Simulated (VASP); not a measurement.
# CoGe (P2_13) in VASP: notebook

CoGe is run at these levels: LDA; tasks: single point.

All numbers are computed with VASP 6.6.1; they aren't measurements. Logs are shortened: lines on timing, memory, paths and dates and some standing lists are left out, and cuts for length are marked.

### Step 1. The cell of the first run

It takes space group P2_13 (No. 198, cubic). The conventional cell has a = 4.459 Å, b = 4.459 Å, c = 4.459 Å, α = 90.00°, β = 90.00°, γ = 90.00°. Co (site symmetry 3) has 7 Ge at 2.32 to 2.48 Å and 6 Co at 2.74 Å within 3.1 Å. Ge (site symmetry 3) has 7 Co at 2.32 to 2.48 Å and 6 Ge at 2.76 Å within 3.1 Å.

### Step 2. Single point, LDA

Input file INCAR:

```
SYSTEM = CoGe
ALGO     = Normal         ! electronic algorithm
EDIFF    = 1E-6           ! SCF threshold, eV
ENCUT    = 520            ! plane-wave cutoff, eV
ISIF     = 2              ! what is computed and relaxed
ISMEAR   = 0              ! smearing method
LASPH    = .TRUE.         ! aspherical terms in the spheres
LCHARG   = .FALSE.        ! write CHGCAR
LREAL    = .FALSE.        ! projectors in reciprocal space
LWAVE    = .FALSE.        ! write WAVECAR
NBANDS   = 56             ! bands
NELM     = 80             ! most SCF steps
PREC     = Accurate       ! precision mode
SIGMA    = 0.05           ! smearing width, eV
```

Input file KPOINTS:

```
k-points
0
G
  8 8 8
  0 0 0
```

Input file POSCAR:

```
CoGe
1.0
    4.4587180628      0.0000000000      0.0000000000
    0.0000000000      4.4587180628      0.0000000000
    0.0000000000      0.0000000000      4.4587180628
Co Ge
4 4
Direct
    0.1412180757      0.1412180757      0.1412180757
    0.6412180757      0.3587819243      0.8587819243
    0.8587819243      0.6412180757      0.3587819243
    0.3587819243      0.8587819243      0.6412180757
    0.8408389799      0.8408389799      0.8408389799
    0.3408389799      0.6591610201      0.1591610201
    0.1591610201      0.3408389799      0.6591610201
    0.6591610201      0.1591610201      0.3408389799
```

Potentials or basis: VASP PAW LDA potentials, release 64 (Co, Ge_d).

Started as:

```
$ cat potpaw_LDA.64/Co/POTCAR potpaw_LDA.64/Ge_d/POTCAR > POTCAR
$ mpirun -np 1 vasp_std > vasp.out
```

OUTCAR:

```text
SYSTEM = CoGe
   EDIFF = 1E-6
   ENCUT = 520
   ISIF = 2
   ISMEAR = 0
   LASPH = .TRUE.
   LREAL = .FALSE.
   NELM = 80
   PREC = Accurate

 ion  position               nearest neighbor table
   1  0.141  0.141  0.141-   5 2.32   6 2.33   7 2.33   8 2.33   6 2.48   7 2.48   8 2.48   3 2.74
                             4 2.74   2 2.74   4 2.74   3 2.74   2 2.74
   2  0.641  0.359  0.859-   6 2.32   5 2.33   7 2.33   8 2.33   7 2.48   8 2.48   5 2.48   1 2.74
                             3 2.74   3 2.74   4 2.74   4 2.74   1 2.74
   3  0.859  0.641  0.359-   7 2.32   6 2.33   5 2.33   8 2.33   8 2.48   5 2.48   6 2.48   1 2.74
                             2 2.74   2 2.74   1 2.74   4 2.74   4 2.74
   4  0.359  0.859  0.641-   8 2.32   6 2.33   7 2.33   5 2.33   6 2.48   7 2.48   5 2.48   1 2.74
                             1 2.74   2 2.74   2 2.74   3 2.74   3 2.74
   5  0.841  0.841  0.841-   1 2.32   2 2.33   3 2.33   4 2.33   2 2.48   3 2.48   4 2.48   6 2.76
                             7 2.76   8 2.76   8 2.76   7 2.76   6 2.76
   6  0.341  0.659  0.159-   2 2.32   1 2.33   3 2.33   4 2.33   3 2.48   4 2.48   1 2.48   8 2.76
                             5 2.76   7 2.76   7 2.76   8 2.76   5 2.76
   7  0.159  0.341  0.659-   3 2.32   2 2.33   1 2.33   4 2.33   4 2.48   1 2.48   2 2.48   8 2.76
                             5 2.76   6 2.76   5 2.76   6 2.76   8 2.76
   8  0.659  0.159  0.341-   4 2.32   2 2.33   3 2.33   1 2.33   2 2.48   3 2.48   1 2.48   7 2.76
                             5 2.76   5 2.76   6 2.76   6 2.76   7 2.76

  LATTYP: Found a simple cubic cell.
 ALAT       =     4.4587180628

  Lattice vectors:

 A1 = (   4.4587180628,   0.0000000000,   0.0000000000)
 A2 = (   0.0000000000,   4.4587180628,   0.0000000000)
 A3 = (   0.0000000000,   0.0000000000,   4.4587180628)

Analysis of symmetry for initial positions (statically):
=====================================================================
 Subroutine PRICEL returns:
 Original cell was already a primitive cell.

 Routine SETGRP: Setting up the symmetry group for a
 simple cubic supercell.

 Subroutine GETGRP returns: Found 12 space group operations
 (whereof  3 operations were pure point group operations)
 out of a pool of 48 trial point group operations.

The static configuration has the point symmetry C_3 .
 The point group associated with its full space group is T   .

Analysis of symmetry for dynamics (positions and initial velocities):
=====================================================================
 Subroutine PRICEL returns:
 Original cell was already a primitive cell.

 Routine SETGRP: Setting up the symmetry group for a
 simple cubic supercell.

 Subroutine GETGRP returns: Found 12 space group operations
 (whereof  3 operations were pure point group operations)
 out of a pool of 48 trial point group operations.

The dynamic configuration has the point symmetry C_3 .
 The point group associated with its full space group is T   .

 Subroutine INISYM returns: Found 12 space group operations
 (whereof  3 operations are pure point group operations),
 and found     1 'primitive' translations

----------------------------------------------------------------------------------------

                                     Primitive cell

  volume of cell :      88.6401

  direct lattice vectors                    reciprocal lattice vectors
     4.458718063  0.000000000  0.000000000     0.224279711  0.000000000  0.000000000
     0.000000000  4.458718063  0.000000000     0.000000000  0.224279711  0.000000000
     0.000000000  0.000000000  4.458718063     0.000000000  0.000000000  0.224279711

  length of vectors
     4.458718063  4.458718063  4.458718063     0.224279711  0.224279711  0.224279711

  position of ions in fractional coordinates (direct lattice)
     0.141218076  0.141218076  0.141218076
     0.641218076  0.358781924  0.858781924
     0.858781924  0.641218076  0.358781924
     0.358781924  0.858781924  0.641218076
     0.840838980  0.840838980  0.840838980
     0.340838980  0.659161020  0.159161020
     0.159161020  0.340838980  0.659161020
     0.659161020  0.159161020  0.340838980

  ion indices of the primitive-cell ions
   primitive index   ion index
                 1           1
                 2           2
                 3           3
                 4           4
                 5           5
                 6           6
                 7           7
                 8           8

----------------------------------------------------------------------------------------

 KPOINTS: k-points

Automatic generation of k-mesh.
 Grid dimensions read from file:
 generate k-points for:    8    8    8

 Generating k-lattice:

  Cartesian coordinates                     Fractional coordinates (reciprocal lattice)
     0.028034964  0.000000000  0.000000000     0.125000000  0.000000000  0.000000000
     0.000000000  0.028034964  0.000000000     0.000000000  0.125000000  0.000000000
     0.000000000  0.000000000  0.028034964     0.000000000  0.000000000  0.125000000

  Length of vectors
     0.028034964  0.028034964  0.028034964

  Shift w.r.t. Gamma in fractional coordinates (k-lattice)
     0.000000000  0.000000000  0.000000000

 Subroutine IBZKPT returns following result:
 ===========================================

 Found     45 irreducible k-points:

 Following reciprocal coordinates:
            Coordinates               Weight
  0.000000  0.000000  0.000000      1.000000
  0.125000  0.000000  0.000000      6.000000
  0.250000  0.000000  0.000000      6.000000
  0.375000  0.000000  0.000000      6.000000
  0.500000  0.000000  0.000000      3.000000
  0.125000  0.125000  0.000000     12.000000
[... 16 lines left out ...]
  0.250000  0.125000  0.125000     24.000000
  0.375000  0.125000  0.125000     24.000000
 [... further k-points ...]
   k-points           NKPTS =     45   k-points in BZ     NKDIM =     45   number of bands    NBANDS=     56
   number of dos      NEDOS =    301   number of ions     NIONS =      8
   total plane-waves  NPLWV =  46656
   dimension x,y,z NGX =    36 NGY =   36 NGZ =   36
   dimension x,y,z NGXF=    72 NGYF=   72 NGZF=   72
   ions per type =               4   4
   NGX,Y,Z   is equivalent  to a cutoff of  13.42, 13.42, 13.42 a.u.
   NGXF,Y,Z  is equivalent  to a cutoff of  26.85, 26.85, 26.85 a.u.
 SYSTEM =  CoGe
   PREC   = accura    normal or accurate (medium, high low for compatibility)
   ISTART =      0    job   : 0-new  1-cont  2-samecut
   ICHARG =      2    charge: 1-file 2-atom 10-const
   ISPIN  =      1    spin polarized calculation?
   LNONCOLLINEAR =      F non collinear calculations
   LSORBIT =      F    spin-orbit coupling
   LASPH  =      T    aspherical Exc in radial PAW
   ENCUT  =  520.0 eV  38.22 Ry    6.18 a.u.   8.29  8.29  8.29*2*pi/ulx,y,z
   NELM   =     80;   NELMIN=  2; NELMDL= -5     # of ELM steps
   EDIFF  = 0.1E-05   stopping-criterion for ELM
   LREAL  =      F    real-space projection
   EDIFFG = 0.1E-04   stopping-criterion for IOM
   NSW    =      0    number of steps for IOM
   IBRION =     -1    ionic relax: 0-MD 1-quasi-New 2-CG
   NFREE  =      0    steps in history (QN), initial steepest desc. (CG)
   ISIF   =      2    stress and relaxation
   ISYM   =      2    0-nonsym 1-usesym 2-fastsym
   POTIM  = 0.5000    time-step for ionic-motion
   TEBEG  =    0.0;   TEEND  =   0.0 temperature during run
   PSTRESS=    0.0 pullay stress
   NELECT =      92.0000    total number of electrons
   NUPDOWN=      -1.0000    fix difference up-down
   EMIN   =  10.00;   EMAX   =-10.00  energy-range for DOS
   EFERMI =   0.00;   METHOD = LEGACY
   ISMEAR =     0;   SIGMA  =   0.05  broadening in eV -4-tet -1-fermi 0-gaus
   EFERMI_NEDOS =   21; number of points for ismear=-14 and -15
   IALGO  =     38    algorithm
   IMIX   =      4    mixing-type and parameters
     AMIX     =   0.40;   BMIX     =  1.00
     AMIX_MAG =   1.60;   BMIX_MAG =  1.00
  volume/ion in A,a.u.               =      11.08        74.77
  Fermi-wavevector in a.u.,A,eV,Ry     =   1.657528  3.132273 37.380614  2.747398
  Thomas-Fermi vector in A             =   2.745265
   LORBIT       =      0    0 simple, 1 ext, 2 COOP (PROOUT), +10 PAW based schemes
   GGA     = CA    functional components
   LHFCALC =     F    Hartree Fock is set to
   AEXX    =    0.0000 exact exchange contribution
   IVDW    =     0    specifies the selected vdW correction
   LEPSILON=     F    determine dielectric tensor
   LRPA    =     F    only Hartree local field effects (RPA)
 non-spin polarized calculation
 Gauss-broadening in eV      SIGMA  =   0.05
  energy-cutoff  :      520.00
  volume of cell :       88.64
 maximum number of plane-waves:      2409
 NGX is ok and might be reduce to    36
   NGX = 17   NGY = 17   NGZ = 17

 number of electron      91.9999980 magnetization

 Free energy of the ion-electron system (eV)
  ---------------------------------------------------
  ext. energy  EPLUGINS =         0.00000000
  ---------------------------------------------------
  free energy    TOTEN  =       -55.95606736 eV

  energy without entropy =      -55.95401784  energy(sigma->0) =      -55.95504260

 E-fermi :  11.5681     XC(G=0): -14.0749

 val. band max:       11.5674364880   @ k =   0.1250   0.1250   0.1250
 cond. band min:      11.5733348431   @ k =   0.5000   0.5000   0.0000
 fundamental gap:      0.0058983552
 Fermi energy:        11.5680803533

 k-point     1 :       0.0000    0.0000    0.0000
  band No.  band energies     occupation
      1     -13.4262      2.00000
      2     -13.4262      2.00000
      3     -13.4262      2.00000
      4     -13.3757      2.00000
      5     -13.3757      2.00000
      6     -13.3757      2.00000
[... 48 lines left out ...]
     55      15.3978      0.00000
     56      16.8109      0.00000

 k-point     2 :       0.1250    0.0000    0.0000
  band No.  band energies     occupation
      1     -13.4286      2.00000
      2     -13.4248      2.00000
      3     -13.4245      2.00000
      4     -13.3766      2.00000
      5     -13.3751      2.00000
      6     -13.3727      2.00000
[... 1291 lines left out ...]
  band No.  band energies     occupation
      1     -13.4278      2.00000
      2     -13.4219      2.00000
      3     -13.4143      2.00000
      4     -13.3943      2.00000
      5     -13.3748      2.00000
      6     -13.3637      2.00000
[... 48 lines left out ...]
     55      16.9527      0.00000
     56      17.4126      0.00000

 [... further k-points ...]

------------------------ aborting loop because EDIFF is reached ----------------------------------------

  FORCE on cell =-STRESS in cart. coord.  units (eV):
  Direction    XX          YY          ZZ          XY          YZ          ZX
  --------------------------------------------------------------------------------------
  -------------------------------------------------------------------------------------
  Total        5.9253269      5.9253269      5.9253269      0.0000000      0.0000000      0.0000000
  in kB      107.1008357    107.1008357    107.1008357      0.0000000      0.0000000      0.0000000
  external PRESSURE =     107.1008357 kB  Pullay stress =       0.0000000 kB

 VOLUME and BASIS-vectors are now :
 -----------------------------------------------------------------------------
  energy-cutoff  :      520.00
  volume of cell :       88.64
      direct lattice vectors                 reciprocal lattice vectors
     4.458718063  0.000000000  0.000000000     0.224279711  0.000000000  0.000000000
     0.000000000  4.458718063  0.000000000     0.000000000  0.224279711  0.000000000
     0.000000000  0.000000000  4.458718063     0.000000000  0.000000000  0.224279711

 POSITION                                       TOTAL-FORCE (eV/Angst)
 -----------------------------------------------------------------------------------
      0.62965      0.62965      0.62965         0.021905      0.021905      0.021905
      2.85901      1.59971      3.82907         0.021905     -0.021905     -0.021905
      3.82907      2.85901      1.59971        -0.021905      0.021905     -0.021905
      1.59971      3.82907      2.85901        -0.021905     -0.021905      0.021905
      3.74906      3.74906      3.74906         0.000420      0.000420      0.000420
      1.51970      2.93901      0.70965         0.000420     -0.000420     -0.000420
      0.70965      1.51970      2.93901        -0.000420      0.000420     -0.000420
      2.93901      0.70965      1.51970        -0.000420     -0.000420      0.000420
 -----------------------------------------------------------------------------------
    total drift:                               -0.000000      0.000000     -0.000000

  FREE ENERGIE OF THE ION-ELECTRON SYSTEM (eV)
  ---------------------------------------------------
  free  energy   TOTEN  =       -55.9560673645 eV

  energy  without entropy=      -55.9540178378  energy(sigma->0) =      -55.95504260
```

Run time: 8.2 min. Hardware: 1 thread of Intel Xeon 8259CL, shared host; peak memory 0.25 GiB.

What came out:

```
Free energy            : -55.9561 eV
Pressure               : 10.7 GPa
Largest force          : 0.038 eV/Å
Band gap on the k mesh : zero (bands 46 and 47 overlap by 0.25 eV)
```

Forces on the atoms (eV/Å):
```
Co   0.022  0.022  0.022
Co   0.022 -0.022 -0.022
Co  -0.022  0.022 -0.022
Co  -0.022 -0.022  0.022
Ge   0.000  0.000  0.000
Ge   0.000  0.000  0.000
Ge   0.000  0.000  0.000
Ge   0.000  0.000  0.000
```

Levels at points of the mesh, in eV from the Fermi level:
| k point | band 43 | band 44 | band 45 | band 46 | band 47 | band 48 | band 49 | band 50 |
| --- | --- | --- | --- | --- | --- | --- | --- | --- |
| (0.00, 0.00, 0.00) | -0.75 | -0.75 | -0.03 | -0.03 | -0.03 | 2.15 | 2.15 | 2.15 |
| (0.50, 0.00, 0.00) | -0.62 | -0.62 | -0.44 | -0.44 | 1.09 | 1.09 | 1.22 | 1.22 |
| (0.50, 0.50, 0.00) | -0.94 | -0.94 | 0.01 | 0.01 | 0.46 | 0.46 | 1.77 | 1.77 |
| (0.50, 0.50, 0.50) | -1.11 | -1.11 | -0.25 | -0.25 | -0.25 | -0.25 | 5.11 | 5.11 |

Caveat: the cell stands under pressure; the run has no spin polarisation, though such a crystal can be magnetic. Spin polarisation is off, so any magnetic state and its effect on volume and gap are missing.

### Step 3. Single point, LDA

This run uses another cell than the first one, of 11.31 Å³/atom.

Input file INCAR:

```
ALGO     = Normal         # electronic algorithm
EDIFF    = 1E-6           # SCF threshold, eV
ENCUT    = 520            # plane-wave cutoff, eV
ISIF     = 2              # what is computed and relaxed
ISMEAR   = 0              # smearing method
LASPH    = T              # aspherical terms in the spheres
LCHARG   = T              # write CHGCAR
LELF     = T              # ELF
LREAL    = F              # projectors in reciprocal space
LVHAR    = T            
LWAVE    = F              # write WAVECAR
NBANDS   = 56             # bands
NELM     = 100            # most SCF steps
PREC     = Accurate       # precision mode
SIGMA    = 0.05           # smearing width, eV
```

Input file KPOINTS:

```
k-points
0
Gamma
  8 8 8
```

Input file POSCAR:

```
CoGe
1.0
    4.4899823739      0.0000000000      0.0000000000
    0.0000000000      4.4899823739      0.0000000000
    0.0000000000      0.0000000000      4.4899823739
Co Ge
4 4
Direct
    0.1398895798      0.1398895798      0.1398895798
    0.6398895798      0.3601104202      0.8601104202
    0.8601104202      0.6398895798      0.3601104202
    0.3601104202      0.8601104202      0.6398895798
    0.8404895611      0.8404895611      0.8404895611
    0.3404895611      0.6595104389      0.1595104389
    0.1595104389      0.3404895611      0.6595104389
    0.6595104389      0.1595104389      0.3404895611
```

Potentials or basis: VASP PAW LDA potentials, release 64 (Co, Ge_d).

Started as:

```
$ cat potpaw_LDA.64/Co/POTCAR potpaw_LDA.64/Ge_d/POTCAR > POTCAR
$ mpirun -np 1 vasp_std > vasp.out
```

Run time: 8.1 min. Hardware: 1 thread of Intel Xeon 8259CL, shared host; peak memory 0.26 GiB.

It converged, with:

* Free energy: -56.0507 eV
* Pressure: 5.6 GPa
* Largest force: 0.038 eV/Å
* Band gap on the k mesh: zero (bands 46 and 47 overlap by 0.25 eV)

Forces in eV/Å, atoms in the order of the input:
```
Co   0.022  0.022  0.022
Co   0.022 -0.022 -0.022
Co  -0.022  0.022 -0.022
Co  -0.022 -0.022  0.022
Ge  -0.004 -0.004 -0.004
Ge  -0.004  0.004  0.004
Ge   0.004 -0.004  0.004
Ge   0.004  0.004 -0.004
```

Levels at points of the mesh, in eV from the Fermi level:
| k point | band 44 | band 45 | band 46 | band 47 | band 48 | band 49 |
| --- | --- | --- | --- | --- | --- | --- |
| (0.00, 0.00, 0.00) | -0.73 | -0.03 | -0.03 | -0.03 | 2.07 | 2.07 |
| (0.50, 0.00, 0.00) | -0.60 | -0.43 | -0.43 | 1.06 | 1.06 | 1.17 |
| (0.50, 0.50, 0.00) | -0.92 | 0.01 | 0.01 | 0.44 | 0.44 | 1.70 |
| (0.50, 0.50, 0.50) | -1.08 | -0.24 | -0.24 | -0.24 | -0.24 | 4.97 |

Caveat: the cell stands under pressure; the run has no spin polarisation, though such a crystal can be magnetic.

[end of part 1 of 2]
